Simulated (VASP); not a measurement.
Ta3Cu:

```
CELL_PARAMETERS angstrom
-2.00651 2.00651 4.20817
2.00651 -2.00651 4.20817
2.00651 2.00651 -4.20817
ATOMIC_POSITIONS crystal
Ta 0.50000 0.50000 0.00000
Ta 0.25000 0.75000 0.50000
Ta 0.75000 0.25000 0.50000
Cu 0.00000 0.00000 0.00000
```

Base run:

| Item | Value |
| --- | --- |
| Program | VASP 6.6.1 |
| Functional | PBEsol |
| Potentials or basis | VASP PAW PBE potentials, release 64 (Ta_pv, Cu) |
| Cutoff | 520 eV |
| k mesh | 9 × 9 × 9 |
| Occupations | fermi-dirac, width 0.05 eV |
| Spin | no spin polarisation |

Its results: band gap on the k mesh zero (bands 22 and 23 overlap by 1.32 eV); pressure -6.0 GPa.

Q: After a change of settings the same cell gave: band gap on the k mesh zero (bands 22 and 23 overlap by 1.32 eV); pressure 0.9 GPa. Which change was it?
A. functional from PBEsol to LDA; potentials or basis from VASP PAW PBE potentials, release 64 (Ta_pv, Cu) to VASP PAW LDA potentials, release 64 (Ta_pv, Cu)
B. functional from PBEsol to PBE
C. k mesh from 9 × 9 × 9 to 7 × 7 × 7

A: B.

PBE binds less tightly than PBEsol, so the same cell stands under more pressure.

Caveats: spin-orbit coupling is left out, which moves the levels of the heavy elements; the cell stands under tension (at least some runs); the PAW data sets were made with another functional, which shifts forces and pressure a little (at least some runs).
